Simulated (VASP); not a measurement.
Set up this calculation in VASP 6.6.1, as the native input.

* Task: single point
* Functional: PBE
* Dispersion: D3(BJ)
* Potentials or basis: VASP PAW PBE potentials, release 64 (Bi_d)
* Cutoff: 520 eV
* k mesh: 12 × 12 × 12
* Occupations: gaussian, width 0.1 eV
* Spin: no spin polarisation
* Dipole correction: no
* Further INCAR settings: ALGO = Fast; EDIFF = 1e-07; NBANDS = 22

The structure of Bi lies in POSCAR:

```
Bi
1.0
    2.2673427694      1.3090509583      3.8817322408
   -2.2673427694      1.3090509583      3.8817322408
    0.0000000000     -2.6181019165      3.8817322408
Bi
2
Direct
    0.2371283440      0.2371283440      0.2371283440
    0.7628716560      0.7628716560      0.7628716560
```

One way to write it, as run:

INCAR

```
  PREC = Accurate
  ENCUT = 520
  EDIFF = 1E-7
  ISMEAR = 0
  SIGMA = 0.1
  LREAL = False
  LASPH = True
  NELM = 60
  ALGO = Fast
  ISIF = 2
  LWAVE = False
  LCHARG = False
  GGA = PE
  IVDW = 12
  NBANDS = 22
```

KPOINTS

```
regular mesh
0
Gamma
  12 12 12
```

Potentials or basis: VASP PAW PBE potentials, release 64 (Bi_d).

Run with:

```sh
$ cat potpaw_PBE.64/Bi_d/POTCAR > POTCAR
$ mpirun -np 1 vasp_std > vasp.out
```

Results of the run:

* Pressure: 0.0 GPa
* Largest force: 0.008 eV/Å
* Band gap on the k mesh: zero (band 15 reaches 6.48 eV, above the bottom of band 16 at 6.28 eV)
* Dispersion energy per atom: -0.462 eV

Caveat: spin-orbit coupling is left out, which moves the levels of the heavy elements; pairwise dispersion overbinds metals, which lowers pressure and volume.

Wall time 3.4 min on 1 thread of AMD EPYC 9R45 96-Core Processor (Zen 5) (shared host), peak memory 0.34 GiB.
